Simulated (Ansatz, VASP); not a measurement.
## One calculation of PbS, two programs

```
CELL_PARAMETERS angstrom
0.00000 2.98723 2.98723
2.98723 0.00000 2.98723
2.98723 2.98723 0.00000
ATOMIC_POSITIONS crystal
Pb 0.00000 0.00000 0.00000
S 0.50000 0.50000 0.50000
```

Alike in both runs: task single point; functional PBE; k mesh 8 × 8 × 8; occupations fermi-dirac, width 0.02 eV; no spin polarisation.

```csv
,VASP,Ansatz
version,VASP 6.6.1,Ansatz 0.2.0
potentials or method,"VASP PAW PBE potentials, release 64 (Pb_d, S)","plane waves, PAW"
plane-wave cutoff (eV),520,420
valence electrons in the cell,20,20
```

```csv
,VASP,Ansatz,Ansatz less VASP
pressure (GPa),0.9,0.9,+0.09
```

Spin-orbit coupling is off throughout.
